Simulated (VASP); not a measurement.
# LiBiCl6: single point with PBE

Crystal: LiBiCl6.

```xyz
8
Lattice="0.0000 5.2530 5.2530 5.2530 0.0000 5.2530 5.2530 5.2530 0.0000" Properties=species:S:1:pos:R:3 pbc="T T T"
Li    0.0000    0.0000    0.0000
Bi    5.2530    5.2530    5.2530
Cl    2.6265    5.2530    5.2530
Cl    7.8795    5.2530    5.2530
Cl    5.2530    2.6265    5.2530
Cl    5.2530    7.8795    5.2530
Cl    5.2530    5.2530    2.6265
Cl    5.2530    5.2530    7.8795
```

```
Program             : VASP 6.6.1
Task                : single point
Functional          : PBE
Potentials or basis : VASP PAW PBE potentials, release 64 (Li_sv, Bi_d, Cl)
Cutoff              : 520 eV
k mesh              : 4 × 4 × 4
Occupations         : gaussian, width 0.1 eV
Spin                : no spin polarisation
```

The band gap on the k mesh is zero (band 30 reaches -2.12 eV, above the bottom of band 31 at -2.20 eV).

Levels at points of the mesh, in eV from the Fermi level:
```csv
k point,band 28,band 29,band 30,band 31,band 32,band 33
"(0.00, 0.00, 0.00)",-0.49,0.02,0.02,0.02,4.42,4.42
"(0.50, 0.00, 0.00)",-0.26,-0.26,-0.22,0.08,4.20,5.31
"(0.50, 0.50, 0.00)",-0.49,-0.49,0.02,0.38,4.84,4.85
```

Wall time 70 s on 1 thread of Intel(R) Xeon(R) 6975P-C (Granite Rapids), with other jobs on the host, peak memory 0.45 GiB.

Caveat: spin-orbit coupling is left out, which moves the levels of the heavy elements.
